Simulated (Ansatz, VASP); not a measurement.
# One calculation of BaH2, two programs

INCAR

```
  PREC = Accurate
  ENCUT = 520
  EDIFF = 1E-6
  ISMEAR = -1
  SIGMA = 0.05
  LREAL = False
  LASPH = True
  NELM = 100
  ALGO = Normal
  ISIF = 2
  LWAVE = False
  LCHARG = False
  GGA = PS
  NBANDS = 36
```

The input KPOINTS:

```
Automatic mesh
0
Gamma
  4 7 4
```

The input POSCAR:

```
BaH2
1.0
    6.7464147339      0.0000000000      0.0000000000
    0.0000000000      4.1400260028      0.0000000000
    0.0000000000      0.0000000000      7.8052601559
Ba H
4 8
Direct
    0.7397100000      0.7500000000      0.1113700000
    0.7602900000      0.2500000000      0.6113700000
    0.2397100000      0.7500000000      0.3886300000
    0.2602900000      0.2500000000      0.8886300000
    0.3540000000      0.7500000000      0.0865000000
    0.1460000000      0.2500000000      0.5865000000
    0.8540000000      0.7500000000      0.4135000000
    0.6460000000      0.2500000000      0.9135000000
    0.9570000000      0.7500000000      0.8260000000
    0.5430000000      0.2500000000      0.3260000000
    0.4570000000      0.7500000000      0.6740000000
    0.0430000000      0.2500000000      0.1740000000
```

Contents of input.yaml:

```yaml
crystal:
  lattice:
    - [6.7464147339, 0.0, 0.0]
    - [0.0, 4.1400260028, 0.0]
    - [0.0, 0.0, 7.8052601559]
  atoms:
    - { symbol: Ba, position: [0.73971, 0.75, 0.11137] }
    - { symbol: Ba, position: [0.76029, 0.25, 0.61137] }
    - { symbol: Ba, position: [0.23971, 0.75, 0.38863] }
    - { symbol: Ba, position: [0.26029, 0.25, 0.88863] }
    - { symbol: H, position: [0.354, 0.75, 0.0865] }
    - { symbol: H, position: [0.146, 0.25, 0.5865] }
    - { symbol: H, position: [0.854, 0.75, 0.4135] }
    - { symbol: H, position: [0.646, 0.25, 0.9135] }
    - { symbol: H, position: [0.957, 0.75, 0.826] }
    - { symbol: H, position: [0.543, 0.25, 0.326] }
    - { symbol: H, position: [0.457, 0.75, 0.674] }
    - { symbol: H, position: [0.043, 0.25, 0.174] }
hamiltonian:
  xc: pbesol
  pseudopotentials: { kind: paw }
kpoints:
  mp_grid: { grid: [4, 7, 4] }
scf:
  occupations: { method: fermi_dirac, width: 0.05 }
output:
  forces: true
  stress: true
  eigenvalues: true
  write_density: true
  write_potential: true
  elf: true
  volumetric_format: npy
```

Alike in both runs: task single point; functional PBEsol; k mesh 4 × 7 × 4; occupations fermi-dirac, width 0.05 eV; no spin polarisation.

```csv
,VASP,Ansatz
version,VASP 6.6.1,Ansatz 0.2.0
potentials or method,"VASP PAW PBE potentials, release 64 (Ba_sv, H)",Ansatz PAW
plane-wave cutoff (eV),520,420
valence electrons in the cell,48,48
```

Ansatz gave:

| Quantity | Value |
| --- | --- |
| gap on the k mesh at the Fermi level (eV) | 2.76 |
| least direct gap on the mesh (eV) | 3.26 |
| pressure (GPa) | -0.8 |
| traceless stress, the component that is largest in VASP (GPa) | -0.81 |
| rms of the force components (eV/Å) | 0.133 |

Task: Estimate VASP's values.

Result: gap on the k mesh at the Fermi level (eV): 2.75; least direct gap on the mesh (eV): 3.23; pressure (GPa): -0.3; traceless stress, the component that is largest in VASP (GPa): -0.88; rms of the force components (eV/Å): 0.138.

VASP's potentials were made for PBE, not for PBEsol. Atom by atom the forces differ by 0.007 eV/Å (rms over components).

Neither program's run includes spin-orbit coupling. Noted on Ansatz's run: odd divisions of the mesh miss points on the zone boundary, where band edges often lie, so the gap on the mesh can be too wide.
